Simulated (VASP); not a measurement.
# Ge4P (R-3m) in VASP: a series of runs

Ge4P is run at these levels: PBE; tasks: single point, relaxation of cell and atoms.

All numbers are computed with VASP 6.6.1; they aren't measurements. Logs are shortened: lines on timing, memory, paths and dates and some standing lists are left out, and cuts for length are marked.

### Step 1. The cell of the first run

The structure is trigonal, space group R-3m (No. 166). The conventional cell has a = 4.062 Å, b = 4.062 Å, c = 12.611 Å, α = 90.00°, β = 90.00°, γ = 120.00°. Within 2.7 Å of Ge (site symmetry 2/m) lie 6 Ge at 2.03 Å and 2 P at 2.41 Å. Within 2.7 Å of Ge (site symmetry -3m) lie 6 Ge at 2.03 Å. Within 3.2 Å of P (site symmetry -3m) lie 12 Ge at 2.41 to 3.15 Å.

The cell was generated, and may not be a known phase.

### Step 2. Single point, PBE

INCAR reads:

```
SYSTEM = Ge4P
  PREC = Accurate
  ENCUT = 520
  EDIFF = 1E-6
  ISMEAR = 0
  SIGMA = 0.1
  LREAL = .FALSE.
  LASPH = .TRUE.
  NELM = 60
  ALGO = Normal
  ISIF = 2
  LWAVE = .FALSE.
  LCHARG = .FALSE.
  GGA = PE
  NBANDS = 38
```

KPOINTS reads:

```
regular mesh
0
G
  6 6 6
  0 0 0
```

POSCAR reads:

```
Ge4P
1.0
    2.0308975200      1.1725392300      4.2036221000
   -2.0308975200      1.1725392300      4.2036221000
    0.0000000000     -2.3450784600      4.2036221000
Ge P
4 1
Direct
    0.0000000000      0.0000000000      0.5000000000
    0.5000000000      0.0000000000      0.0000000000
    0.0000000000      0.5000000000      0.0000000000
    0.5000000000      0.5000000000      0.5000000000
    0.0000000000      0.0000000000      0.0000000000
```

Potentials or basis: VASP PAW PBE potentials, release 64 (Ge_d, P).

Launch:

```bash
> cat potpaw_PBE.64/Ge_d/POTCAR potpaw_PBE.64/P/POTCAR > POTCAR
> mpirun -np 1 vasp_std > vasp.out
```

OUTCAR:

```text
SYSTEM = Ge4P
   PREC = Accurate
   ENCUT = 520
   EDIFF = 1E-6
   ISMEAR = 0
   LREAL = .FALSE.
   LASPH = .TRUE.
   NELM = 60
   ISIF = 2
   GGA = PE

 ion  position               nearest neighbor table
   1  0.000  0.000  0.500-   4 2.03   4 2.03   3 2.03   2 2.03   2 2.03   3 2.03   5 2.41   5 2.41

   2  0.500  0.000  0.000-   3 2.03   3 2.03   1 2.03   4 2.03   1 2.03   4 2.03   5 2.41   5 2.41

   3  0.000  0.500  0.000-   2 2.03   2 2.03   1 2.03   1 2.03   4 2.03   4 2.03   5 2.41   5 2.41

   4  0.500  0.500  0.500-   1 2.03   1 2.03   2 2.03   2 2.03   3 2.03   3 2.03
   5  0.000  0.000  0.000-   2 2.41   3 2.41   3 2.41   2 2.41   1 2.41   1 2.41

  LATTYP: Found a trigonal (rhomboedric) cell.
 ALAT       =     4.8135051410
 COS(alpha) =     0.6439728365

  Lattice vectors:

 A1 = (   2.0308975200,   1.1725392300,   4.2036221000)
 A2 = (  -2.0308975200,   1.1725392300,   4.2036221000)
 A3 = (   0.0000000000,  -2.3450784600,   4.2036221000)

Analysis of symmetry for initial positions (statically):
=====================================================================
 Subroutine PRICEL returns:
 Original cell was already a primitive cell.

 Routine SETGRP: Setting up the symmetry group for a
 trigonal (rhombohedral) supercell.

 Subroutine GETGRP returns: Found 12 space group operations
 (whereof 12 operations were pure point group operations)
 out of a pool of 12 trial point group operations.

The static configuration has the point symmetry D_3d.

Analysis of symmetry for dynamics (positions and initial velocities):
=====================================================================
 Subroutine PRICEL returns:
 Original cell was already a primitive cell.

 Routine SETGRP: Setting up the symmetry group for a
 trigonal (rhombohedral) supercell.

 Subroutine GETGRP returns: Found 12 space group operations
 (whereof 12 operations were pure point group operations)
 out of a pool of 12 trial point group operations.

The dynamic configuration has the point symmetry D_3d.

 Subroutine INISYM returns: Found 12 space group operations
 (whereof 12 operations are pure point group operations),
 and found     1 'primitive' translations

----------------------------------------------------------------------------------------

                                     Primitive cell

  volume of cell :      60.0607

  direct lattice vectors                    reciprocal lattice vectors
     2.030897520  1.172539230  4.203622100     0.246196568  0.142141655  0.079296694
    -2.030897520  1.172539230  4.203622100    -0.246196568  0.142141655  0.079296694
     0.000000000 -2.345078460  4.203622100     0.000000000 -0.284283310  0.079296694

  length of vectors
     4.813505141  4.813505141  4.813505141     0.295135504  0.295135504  0.295135504

  position of ions in fractional coordinates (direct lattice)
     0.000000000  0.000000000  0.500000000
     0.500000000  0.000000000  0.000000000
     0.000000000  0.500000000  0.000000000
     0.500000000  0.500000000  0.500000000
     0.000000000  0.000000000  0.000000000

  ion indices of the primitive-cell ions
   primitive index   ion index
                 1           1
                 2           2
                 3           3
                 4           4
                 5           5

----------------------------------------------------------------------------------------

 KPOINTS: regular mesh

Automatic generation of k-mesh.
 Grid dimensions read from file:
 generate k-points for:    6    6    6

 Generating k-lattice:

  Cartesian coordinates                     Fractional coordinates (reciprocal lattice)
     0.041032761  0.023690276  0.013216116     0.166666667  0.000000000  0.000000000
    -0.041032761  0.023690276  0.013216116     0.000000000  0.166666667  0.000000000
     0.000000000 -0.047380552  0.013216116     0.000000000  0.000000000  0.166666667

  Length of vectors
     0.049189251  0.049189251  0.049189251

  Shift w.r.t. Gamma in fractional coordinates (k-lattice)
     0.000000000  0.000000000  0.000000000

 Subroutine IBZKPT returns following result:
 ===========================================

 Found     32 irreducible k-points:

 Following reciprocal coordinates:
            Coordinates               Weight
  0.000000  0.000000  0.000000      1.000000
  0.166667 -0.000000  0.000000      6.000000
  0.333333 -0.000000  0.000000      6.000000
  0.500000  0.000000  0.000000      3.000000
  0.166667  0.166667  0.000000      6.000000
  0.333333  0.166667  0.000000     12.000000
[... 16 lines left out ...]
  0.500000  0.500000  0.166667      6.000000
 -0.333333  0.500000  0.166667     12.000000
 [... further k-points ...]
   k-points           NKPTS =     32   k-points in BZ     NKDIM =     32   number of bands    NBANDS=     38
   number of dos      NEDOS =    301   number of ions     NIONS =      5
   total plane-waves  NPLWV =  46656
   dimension x,y,z NGX =    36 NGY =   36 NGZ =   36
   dimension x,y,z NGXF=    72 NGYF=   72 NGZF=   72
   ions per type =               4   1
   NGX,Y,Z   is equivalent  to a cutoff of  12.43, 12.43, 12.43 a.u.
   NGXF,Y,Z  is equivalent  to a cutoff of  24.87, 24.87, 24.87 a.u.
 SYSTEM =  Ge4P
   PREC   = accura    normal or accurate (medium, high low for compatibility)
   ISTART =      0    job   : 0-new  1-cont  2-samecut
   ICHARG =      2    charge: 1-file 2-atom 10-const
   ISPIN  =      1    spin polarized calculation?
   LNONCOLLINEAR =      F non collinear calculations
   LSORBIT =      F    spin-orbit coupling
   LASPH  =      T    aspherical Exc in radial PAW
   ENCUT  =  520.0 eV  38.22 Ry    6.18 a.u.   8.95  8.95  8.95*2*pi/ulx,y,z
   NELM   =     60;   NELMIN=  2; NELMDL= -5     # of ELM steps
   EDIFF  = 0.1E-05   stopping-criterion for ELM
   LREAL  =      F    real-space projection
   EDIFFG = 0.1E-04   stopping-criterion for IOM
   NSW    =      0    number of steps for IOM
   IBRION =     -1    ionic relax: 0-MD 1-quasi-New 2-CG
   NFREE  =      0    steps in history (QN), initial steepest desc. (CG)
   ISIF   =      2    stress and relaxation
   ISYM   =      2    0-nonsym 1-usesym 2-fastsym
   POTIM  = 0.5000    time-step for ionic-motion
   TEBEG  =    0.0;   TEEND  =   0.0 temperature during run
   PSTRESS=    0.0 pullay stress
   NELECT =      61.0000    total number of electrons
   NUPDOWN=      -1.0000    fix difference up-down
   EMIN   =  10.00;   EMAX   =-10.00  energy-range for DOS
   EFERMI =   0.00;   METHOD = LEGACY
   ISMEAR =     0;   SIGMA  =   0.10  broadening in eV -4-tet -1-fermi 0-gaus
   EFERMI_NEDOS =   21; number of points for ismear=-14 and -15
   IALGO  =     38    algorithm
   IMIX   =      4    mixing-type and parameters
     AMIX     =   0.40;   BMIX     =  1.00
     AMIX_MAG =   1.60;   BMIX_MAG =  1.00
  volume/ion in A,a.u.               =      12.01        81.06
  Fermi-wavevector in a.u.,A,eV,Ry     =   1.645589  3.109712 36.844069  2.707963
  Thomas-Fermi vector in A             =   2.735360
   LORBIT       =      0    0 simple, 1 ext, 2 COOP (PROOUT), +10 PAW based schemes
   GGA     = PE    functional components
   LHFCALC =     F    Hartree Fock is set to
   AEXX    =    0.0000 exact exchange contribution
   IVDW    =     0    specifies the selected vdW correction
   LEPSILON=     F    determine dielectric tensor
   LRPA    =     F    only Hartree local field effects (RPA)
 non-spin polarized calculation
 Gauss-broadening in eV      SIGMA  =   0.10
  energy-cutoff  :      520.00
  volume of cell :       60.06
 maximum number of plane-waves:      1643
   NGX = 17   NGY = 17   NGZ = 17

 number of electron      61.0000018 magnetization

 Free energy of the ion-electron system (eV)
  ---------------------------------------------------
  ext. energy  EPLUGINS =         0.00000000
  ---------------------------------------------------
  free energy    TOTEN  =         5.61152270 eV

  energy without entropy =        5.61853994  energy(sigma->0) =        5.61503132

 E-fermi :  12.7693     XC(G=0): -12.9301

 val. band max:       12.7596848685   @ k =  -0.1667   0.5000   0.1667
 cond. band min:      12.8767980116   @ k =   0.3333   0.1667   0.0000
 fundamental gap:      0.1171131431
 Fermi energy:        12.7693282455

 k-point     1 :       0.0000    0.0000    0.0000
  band No.  band energies     occupation
      1     -15.9694      2.00000
      2     -15.8974      2.00000
      3     -15.8974      2.00000
      4     -15.4274      2.00000
      5     -14.8808      2.00000
      6     -14.8081      2.00000
[... 30 lines left out ...]
     37      20.3565      0.00000
     38      20.3565      0.00000

 k-point     2 :       0.1667   -0.0000    0.0000
  band No.  band energies     occupation
      1     -15.8711      2.00000
      2     -15.7919      2.00000
      3     -15.7579      2.00000
      4     -15.3140      2.00000
      5     -14.8476      2.00000
      6     -14.8264      2.00000
[... 30 lines left out ...]
     37      20.4827      0.00000
     38      20.5095      0.00000

 k-point     3 :       0.3333   -0.0000    0.0000
  band No.  band energies     occupation
      1     -15.6768      2.00000
      2     -15.4429      2.00000
      3     -15.3809      2.00000
      4     -15.2131      2.00000
      5     -14.7687      2.00000
      6     -14.7006      2.00000
[... 30 lines left out ...]
     37      19.1895      0.00000
     38      19.5519      0.00000

 k-point     4 :       0.5000    0.0000    0.0000
  band No.  band energies     occupation
      1     -15.4842      2.00000
      2     -15.3572      2.00000
      3     -15.1415      2.00000
      4     -15.0370      2.00000
      5     -14.6321      2.00000
      6     -14.4742      2.00000
[... 30 lines left out ...]
     37      20.2581      0.00000
     38      20.6720      0.00000
[... 703 lines left out ...]
      4     -14.9998      2.00000
      5     -14.7499      2.00000
      6     -14.6028      2.00000
[... 30 lines left out ...]
     37      18.8908      0.00000
     38      20.6126      0.00000

 k-point    23 :       0.5000    0.5000    0.1667
  band No.  band energies     occupation
      1     -15.6767      2.00000
      2     -15.4426      2.00000
      3     -15.3808      2.00000
      4     -15.2130      2.00000
      5     -14.7670      2.00000
      6     -14.6962      2.00000
[... 30 lines left out ...]
     37      19.2364      0.00000
     38      19.5466      0.00000

 k-point    24 :      -0.3333    0.5000    0.1667
  band No.  band energies     occupation
      1     -15.4515      2.00000
      2     -15.2904      2.00000
      3     -15.1761      2.00000
      4     -14.9995      2.00000
      5     -14.7491      2.00000
      6     -14.5998      2.00000
[... 30 lines left out ...]
     37      18.8022      0.00000
     38      20.3384      0.00000

 [... further k-points ...]

------------------------ aborting loop because EDIFF is reached ----------------------------------------

  FORCE on cell =-STRESS in cart. coord.  units (eV):
  Direction    XX          YY          ZZ          XY          YZ          ZX
  --------------------------------------------------------------------------------------
  -------------------------------------------------------------------------------------
  Total      112.1858054    112.1858054     17.0823838      0.0000000     -0.0000000      0.0000000
  in kB     2992.6655490   2992.6655497    455.6892155      0.0000000     -0.0000000      0.0000000
  external PRESSURE =    2147.0067714 kB  Pullay stress =       0.0000000 kB

 VOLUME and BASIS-vectors are now :
 -----------------------------------------------------------------------------
  energy-cutoff  :      520.00
  volume of cell :       60.06
      direct lattice vectors                 reciprocal lattice vectors
     2.030897520  1.172539230  4.203622100     0.246196568  0.142141655  0.079296694
    -2.030897520  1.172539230  4.203622100    -0.246196568  0.142141655  0.079296694
     0.000000000 -2.345078460  4.203622100     0.000000000 -0.284283310  0.079296694

 POSITION                                       TOTAL-FORCE (eV/Angst)
 -----------------------------------------------------------------------------------
      0.00000     -1.17254      2.10181        -0.000000     -0.000000     -0.000000
      1.01545      0.58627      2.10181        -0.000000     -0.000000     -0.000000
     -1.01545      0.58627      2.10181         0.000000      0.000000      0.000000
      0.00000      0.00000      6.30543         0.000000      0.000000     -0.000000
      0.00000      0.00000      0.00000         0.000000      0.000000     -0.000000
 -----------------------------------------------------------------------------------
    total drift:                                0.000000      0.000000     -0.000000

  FREE ENERGIE OF THE ION-ELECTRON SYSTEM (eV)
  ---------------------------------------------------
  free  energy   TOTEN  =         5.6115227016 eV

  energy  without entropy=        5.6185399373  energy(sigma->0) =        5.61503132
```

It took 94 s on 1 thread of Oxide Virtual Turin-like, shared host; peak memory 0.19 GiB.

Results:

```
Free energy            : 5.6115 eV
Pressure               : 214.7 GPa
Band gap on the k mesh : zero (an odd number of electrons rules out a gap without spin polarisation)
```

Caveat: the stress differs along the axes, from 46 to 299 GPa; an odd number of electrons without spin polarisation forces a metal; a magnetic or distorted state may lie lower.

### Step 3. Single point, PBE

This run uses another cell than the first one, of 22.39 Å³/atom.

INCAR reads:

```
SYSTEM = Ge4P
  PREC = Accurate
  ENCUT = 520
  EDIFF = 1E-7
  ISMEAR = 0
  SIGMA = 0.1
  LREAL = .FALSE.
  LASPH = .TRUE.
  NELM = 100
  ALGO = Fast
  ISIF = 2
  LWAVE = .FALSE.
  LCHARG = .FALSE.
  GGA = PE
  NBANDS = 38
```

KPOINTS reads:

```
Automatic mesh
0
G
  6 6 6
  0 0 0
```

Edit POSCAR of step 2 so:

```diff
@@ -2,5 +2,5 @@
 1.0
-    2.0308975200      1.1725392300      4.2036221000
-   -2.0308975200      1.1725392300      4.2036221000
-    0.0000000000     -2.3450784600      4.2036221000
+    2.8915330655      1.6694273937      3.8644296314
+   -2.8915330655      1.6694273937      3.8644296314
+    0.0000000000     -3.3388547874      3.8644296314
 Ge P
```

Potentials or basis: VASP PAW PBE potentials, release 64 (Ge_d, P).

Launch:

```bash
> cat potpaw_PBE.64/Ge_d/POTCAR potpaw_PBE.64/P/POTCAR > POTCAR
> mpirun -np 1 vasp_std > vasp.out
```

Run time: 2.6 min. Hardware: 1 thread of Oxide Virtual Turin-like, shared host; peak memory 0.26 GiB.

The run converged. Its results:

```yaml
Free_energy: -20.9680 eV
Pressure: 0.1 GPa
Band_gap_on_the_k_mesh: zero (an odd number of electrons rules out a gap without spin polarisation)
```

Stress tensor (GPa, compression positive):
```
 0.36  0.00  0.00
 0.00  0.36  0.00
 0.00  0.00 -0.29
```

Levels at points of the mesh, in eV from the Fermi level:
| k point | band 28 | band 29 | band 30 | band 31 | band 32 | band 33 | band 34 | band 35 |
| --- | --- | --- | --- | --- | --- | --- | --- | --- |
| (0.00, 0.00, 0.00) | -4.86 | -2.32 | -2.32 | -1.92 | 0.66 | 3.25 | 3.67 | 3.67 |
| (0.50, 0.00, 0.00) | -1.57 | -1.19 | -0.34 | -0.09 | 0.41 | 0.65 | 1.50 | 2.41 |
| (0.50, 0.50, 0.00) | -1.37 | -0.71 | -0.11 | 0.16 | 0.64 | 1.25 | 1.34 | 1.90 |
| (0.50, 0.50, 0.50) | -4.37 | -0.04 | 0.36 | 0.42 | 0.42 | 0.99 | 0.99 | 4.79 |

Caveat: an odd number of electrons without spin polarisation forces a metal; a magnetic or distorted state may lie lower.

### Step 4. Relaxation of cell and atoms, PBE

INCAR reads:

```
PREC = Accurate
ENCUT = 600
EDIFF = 1E-7
ISMEAR = 0
SIGMA = 0.1
LREAL = F
LASPH = T
NELM = 80
ALGO = Normal
ISIF = 3
LWAVE = F
LCHARG = F
GGA = PE
IBRION = 2
NSW = 90
EDIFFG = -0.04
```

KPOINTS reads:

```
Automatic mesh
0
Gamma
  6 6 6
```

Edit POSCAR of step 3 so:

```diff
@@ -2,5 +2,5 @@
 1.0
-    2.8915330655      1.6694273937      3.8644296314
-   -2.8915330655      1.6694273937      3.8644296314
-    0.0000000000     -3.3388547874      3.8644296314
+    2.0308975200      1.1725392300      4.2036221000
+   -2.0308975200      1.1725392300      4.2036221000
+    0.0000000000     -2.3450784600      4.2036221000
 Ge P
```

Launch:

```bash
> cat potpaw_PBE.64/Ge_d/POTCAR potpaw_PBE.64/P/POTCAR > POTCAR
> mpirun -np 1 vasp_std > vasp.out
```

Run time: 36 min. Hardware: 1 thread of Oxide Virtual Turin-like, shared host; peak memory 0.24 GiB.

It converged, with:

```yaml
Free_energy: -20.8908 eV
Relaxed_volume: 22.22 Å³/atom
Relaxed_cell: a = 5.086 Å, b = 5.086 Å, c = 5.086 Å, α = 69.29°, β = 69.29°, γ = 69.29°
Space_group_after_relaxing_to_0.1_Å: R-3m (No. 166)
Pressure_after_relaxing: 0.1 GPa
Band_gap_on_the_k_mesh: zero (an odd number of electrons rules out a gap without spin polarisation)
```

Stress tensor (GPa, compression positive):
```
0.01 0.00 0.00
0.00 0.01 0.00
0.00 0.00 0.16
```

Final structure:
```xyz
5
Lattice="2.8912 1.6692 3.8363 -2.8912 1.6692 3.8363 0.0000 -3.3385 3.8363" Properties=species:S:1:pos:R:3 pbc="T T T"
Ge    0.0000   -1.6692    1.9182
Ge    1.4456    0.8346    1.9182
Ge    1.4456    2.5039    5.7545
Ge    0.0000    0.0000    5.7545
P     0.0000    0.0000    0.0000
```

Levels at points of the mesh, in eV from the Fermi level:
| k point | band 28 | band 29 | band 30 | band 31 | band 32 | band 33 | band 34 | band 35 |
| --- | --- | --- | --- | --- | --- | --- | --- | --- |
| (0.00, 0.00, 0.00) | -4.82 | -2.33 | -2.33 | -1.89 | 0.66 | 3.28 | 3.65 | 3.65 |
| (0.50, 0.00, 0.00) | -1.59 | -1.19 | -0.34 | -0.12 | 0.39 | 0.68 | 1.51 | 2.42 |
| (0.50, 0.50, 0.00) | -1.38 | -0.72 | -0.13 | 0.14 | 0.68 | 1.23 | 1.33 | 1.94 |
| (0.50, 0.50, 0.50) | -4.39 | 0.00 | 0.38 | 0.46 | 0.46 | 0.98 | 0.98 | 4.91 |

Caveat: the volume moved by over 15 % at a fixed basis, so the end points are rough; an odd number of electrons without spin polarisation forces a metal; a magnetic or distorted state may lie lower.

### Step 5. The runs side by side

| task | cell | cutoff (eV) | gap on the mesh (eV) | pressure (GPa) |
| --- | --- | --- | --- | --- |
| single point | a = 4.814 Å, angles 49.9°, 5 atoms | 520 | none | 214.7 |
| single point | a = 5.107 Å, angles 69.0°, 5 atoms | 520 | none | 0.1 |
| relaxation of cell and atoms | relaxed from a = 4.814 Å, angles 49.9°, 5 atoms | 600 | none | 0.1 |

Alike in all rows: level PBE; potentials or basis VASP PAW PBE potentials, release 64 (Ge_d, P); no spin polarisation; k mesh 6 × 6 × 6; smearing gaussian 0.1 eV.

Caveats: an odd number of electrons without spin polarisation forces a metal; a magnetic or distorted state may lie lower; the stress differs along the axes, from 46 to 299 GPa (at least some runs); the volume moved by over 15 % at a fixed basis, so the end points are rough (at least some runs).

Total energies depend on the potentials used, so only differences within one code and one set of settings carry meaning.

The gap in the log of VASP goes by the Fermi energy; the results here count the filled bands.